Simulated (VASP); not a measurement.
# MgS (P6_3mc) in VASP: a series of runs, part 2 of 2

VASP 6.6.1. The steps go on from the part before.

## (5) Relaxation of the atoms, PBEsol

This run uses another cell than the first one, of 22.67 Å³/atom.

Input file INCAR:

```
ALGO = Normal
EDIFF = 1E-7
EDIFFG = -0.01
ENCUT = 520
GGA = PS
IBRION = 2
ISIF = 2
ISMEAR = -1
LASPH = T
LCHARG = F
LREAL = F
LWAVE = F
NELM = 60
NSW = 60
PREC = Accurate
SIGMA = 0.05
```

Input file KPOINTS:

```
k-points
0
Gamma
  6 6 4
```

Input file POSCAR:

```
MgS
1.0
    4.0346224068      0.0000000000      0.0000000000
   -2.0173112034      3.4940854990      0.0000000000
    0.0000000000      0.0000000000      6.4322941800
S Mg
2 2
Direct
    0.6666666667      0.3333333333      0.8792441500
    0.3333333333      0.6666666667      0.3792441500
    0.3333333333      0.6666666667      0.9957548500
    0.6666666667      0.3333333333      0.4957548500
```

Potentials or basis: VASP PAW PBE potentials, release 64 (S, Mg).

The run is started by

```bash
> cat potpaw_PBE.64/S/POTCAR potpaw_PBE.64/Mg/POTCAR > POTCAR
> mpirun -np 1 vasp_std > vasp.out
```

OUTCAR:

```text
EDIFF = 1E-7
   EDIFFG = -0.01
   ENCUT = 520
   GGA = PS
   IBRION = 2
   ISIF = 2
   ISMEAR = -1
   LASPH = T
   LREAL = F
   NELM = 60
   NSW = 60
   PREC = Accurate

 ion  position               nearest neighbor table
   1  0.667  0.333  0.879-   3 2.45   3 2.45   3 2.45   4 2.47
   2  0.333  0.667  0.379-   4 2.45   4 2.45   4 2.45   3 2.47
   3  0.333  0.667  0.996-   1 2.45   1 2.45   1 2.45   2 2.47
   4  0.667  0.333  0.496-   2 2.45   2 2.45   2 2.45   1 2.47

  LATTYP: Found a hexagonal cell.
 ALAT       =     4.0346224068
 C/A-ratio  =     1.5942741430

  Lattice vectors:

 A1 = (   4.0346224068,   0.0000000000,   0.0000000000)
 A2 = (  -2.0173112034,   3.4940854990,   0.0000000000)
 A3 = (   0.0000000000,   0.0000000000,   6.4322941800)

Analysis of symmetry for initial positions (statically):
=====================================================================
 Subroutine PRICEL returns:
 Original cell was already a primitive cell.

 Routine SETGRP: Setting up the symmetry group for a
 hexagonal supercell.

 Subroutine GETGRP returns: Found 12 space group operations
 (whereof  6 operations were pure point group operations)
 out of a pool of 24 trial point group operations.

The static configuration has the point symmetry C_3v.
 The point group associated with its full space group is C_6v.

Analysis of symmetry for dynamics (positions and initial velocities):
=====================================================================
 Subroutine PRICEL returns:
 Original cell was already a primitive cell.

 Routine SETGRP: Setting up the symmetry group for a
 hexagonal supercell.

 Subroutine GETGRP returns: Found 12 space group operations
 (whereof  6 operations were pure point group operations)
 out of a pool of 24 trial point group operations.

The dynamic configuration has the point symmetry C_3v.
 The point group associated with its full space group is C_6v.

 Subroutine INISYM returns: Found 12 space group operations
 (whereof  6 operations are pure point group operations),
[... 108 lines left out ...]
   NUPDOWN=      -1.0000    fix difference up-down
   EMIN   =  10.00;   EMAX   =-10.00  energy-range for DOS
   EFERMI =   0.00;   METHOD = LEGACY
   ISMEAR =    -1;   SIGMA  =   0.05  broadening in eV -4-tet -1-fermi 0-gaus
   EFERMI_NEDOS =   21; number of points for ismear=-14 and -15
   IALGO  =     38    algorithm
   IMIX   =      4    mixing-type and parameters
     AMIX     =   0.40;   BMIX     =  1.00
     AMIX_MAG =   1.60;   BMIX_MAG =  1.00
  volume/ion in A,a.u.               =      22.67       152.98
  Fermi-wavevector in a.u.,A,eV,Ry     =   0.918221  1.735187 11.471486  0.843130
  Thomas-Fermi vector in A             =   2.043279
   LORBIT       =      0    0 simple, 1 ext, 2 COOP (PROOUT), +10 PAW based schemes
   GGA     = PS    functional components
   LHFCALC =     F    Hartree Fock is set to
   AEXX    =    0.0000 exact exchange contribution
   IVDW    =     0    specifies the selected vdW correction
   LEPSILON=     F    determine dielectric tensor
   LRPA    =     F    only Hartree local field effects (RPA)
 conjugate gradient relaxation of ions
 non-spin polarized calculation
  energy-cutoff  :      520.00
  volume of cell :       90.68
 maximum number of plane-waves:      2466
 NGX is ok and might be reduce to    30
   NGX = 15   NGY = 15   NGZ = 23

--------------------------------------- Ionic step        1  -------------------------------------------

 number of electron      16.0000004 magnetization

 Free energy of the ion-electron system (eV)
  ---------------------------------------------------
  ext. energy  EPLUGINS =         0.00000000
  ---------------------------------------------------
  free energy    TOTEN  =       -17.87112252 eV

  energy without entropy =      -17.87112252  energy(sigma->0) =      -17.87112252

------------------------ aborting loop because EDIFF is reached ----------------------------------------

  FORCE on cell =-STRESS in cart. coord.  units (eV):
  Direction    XX          YY          ZZ          XY          YZ          ZX
  --------------------------------------------------------------------------------------
  -------------------------------------------------------------------------------------
  Total       -0.1650853     -0.1650853     -0.3544565      0.0000000      0.0000000      0.0000000
  in kB       -2.9168673     -2.9168673     -6.2628381      0.0000000      0.0000000      0.0000000
  external PRESSURE =      -4.0321909 kB  Pullay stress =       0.0000000 kB
[... 63 lines left out ...]
--------------------------------------- Ionic step        3  -------------------------------------------

 number of electron      16.0000003 magnetization

 Free energy of the ion-electron system (eV)
  ---------------------------------------------------
  ext. energy  EPLUGINS =         0.00000000
  ---------------------------------------------------
  free energy    TOTEN  =       -17.87153006 eV

  energy without entropy =      -17.87153006  energy(sigma->0) =      -17.87153006

 E-fermi :   2.1157     XC(G=0):  -8.5697

 val. band max:        1.1229909898   @ k =   0.0000   0.0000   0.0000
 cond. band min:       4.4070627608   @ k =   0.0000   0.0000   0.0000
 fundamental gap:      3.2840717710
 Fermi energy:         2.1157449435

 k-point     1 :       0.0000    0.0000    0.0000
  band No.  band energies     occupation
      1     -10.2762      2.00000
      2      -9.5324      2.00000
      3      -2.1493      2.00000
      4       0.5562      2.00000
      5       0.5562      2.00000
      6       0.9811      2.00000
      7       0.9811      2.00000
      8       1.1230      2.00000
      9       4.4071      0.00000
     10       5.6962      0.00000
     11       8.5259      0.00000
     12       8.5259      0.00000
[... 329 lines left out ...]
  FREE ENERGIE OF THE ION-ELECTRON SYSTEM (eV)
  ---------------------------------------------------
  free  energy   TOTEN  =       -17.8715300643 eV

  energy  without entropy=      -17.8715300642  energy(sigma->0) =      -17.87153006

 reached required accuracy - stopping structural energy minimisation
```

OSZICAR:

```text
N       E                     dE             d eps       ncg     rms          rms(c)
DAV:   1     0.674640356491E+02    0.67464E+02   -0.61444E+03   504   0.108E+03
DAV:   2    -0.126746720650E+02   -0.80139E+02   -0.74474E+02   792   0.163E+02
DAV:   3    -0.187295273683E+02   -0.60549E+01   -0.60318E+01   648   0.516E+01
[... 24 lines left out ...]
DAV:   4    -0.178715304917E+02    0.28661E-05   -0.33585E-05   660   0.390E-02    0.910E-03
DAV:   5    -0.178715305056E+02   -0.13828E-07   -0.55803E-06   544   0.170E-02    0.416E-03
DAV:   6    -0.178715303026E+02    0.20297E-06   -0.19404E-07   408   0.349E-03    0.302E-03
DAV:   7    -0.178715300363E+02    0.26631E-06   -0.14976E-06   620   0.835E-03    0.345E-03
DAV:   8    -0.178715300643E+02   -0.28004E-07   -0.29186E-07   440   0.362E-03
   3 F= -.17871530E+02 E0= -.17871530E+02  d E =-.407543E-03
```

Run time: 30 s. Hardware: 1 thread of Intel Xeon Platinum 8488C (Sapphire Rapids), shared host; peak memory 0.2 GiB.

What came out:

| Item | Value |
| --- | --- |
| Free energy | -17.8715 eV |
| Energy gained by relaxing | 0.1 meV/atom |
| Ionic steps | 3 |
| Pressure after relaxing | -0.4 GPa |
| Largest force after relaxing | 0.004 eV/Å |
| Band gap on the k mesh | 3.28 eV |

Forces on the atoms (eV/Å):
```
S    0.000  0.000  0.004
S    0.000  0.000  0.004
Mg   0.000  0.000 -0.004
Mg   0.000  0.000 -0.004
```

The path:
```csv
step,energy change (eV),largest force (eV/Å),pressure (GPa)
1,0.0000,0.0448,-0.40
2,-0.0003,0.0236,-0.40
3,-0.0004,0.0036,-0.40
```

Final structure:
```xyz
4
Lattice="4.0346 0.0000 0.0000 -2.0173 3.4941 0.0000 0.0000 0.0000 6.4323" Properties=species:S:1:pos:R:3 pbc="T T T"
S     2.0173    1.1647    5.6506
S     0.0000    2.3294    2.4345
Mg    0.0000    2.3294    6.4099
Mg    2.0173    1.1647    3.1938
```

Levels at points of the mesh, in eV from the valence-band top:
```tsv
k point	band 4	band 5	band 6	band 7	band 8	band 9	band 10	band 11	band 12
(0.00, 0.00, 0.00)	-0.57	-0.57	-0.14	-0.14	0.00	3.28	4.57	7.40	7.40
(0.50, 0.00, 0.00)	-2.46	-1.91	-1.25	-0.95	-0.46	4.60	5.07	5.69	7.39
(0.00, 0.00, 0.50)	-1.95	-0.36	-0.36	-0.36	-0.36	4.79	4.79	7.50	7.50
(0.50, 0.00, 0.50)	-3.15	-0.89	-0.89	-0.81	-0.81	4.50	4.50	6.20	6.20
```

Caveat: the PAW data sets were made with another functional, which shifts forces and pressure a little.

## (6) Overview

```csv
task,cell,k mesh,gap on the mesh (eV),pressure (GPa)
single point,"a = 4.196, b = 4.196, c = 6.432 Å, angles 90.0, 90.0, 120.0°, 4 atoms, atomic positions A",6 × 6 × 4,2.79,-4.3
single point,"a = 3.954, b = 3.954, c = 6.432 Å, angles 90.0, 90.0, 120.0°, 4 atoms, atomic positions B",7 × 7 × 4,3.56,2.1
single point,"a = 3.994, b = 3.994, c = 6.432 Å, angles 90.0, 90.0, 120.0°, 4 atoms, atomic positions C",7 × 7 × 4,3.42,0.8
relaxation of the atoms,"atoms relaxed from a = 4.035, b = 4.035, c = 6.432 Å, angles 90.0, 90.0, 120.0°, 4 atoms, atomic positions D",6 × 6 × 4,3.28,-0.4
```

Alike in all rows: level PBEsol; potentials or basis VASP PAW PBE potentials, release 64 (S, Mg); no spin polarisation; cutoff (eV) 520; smearing fermi-dirac 0.05 eV.

Caveats: the PAW data sets were made with another functional, which shifts forces and pressure a little; the cell stands under tension (at least some runs).

Total energies depend on the potentials used, so only differences within one code and one set of settings carry meaning.
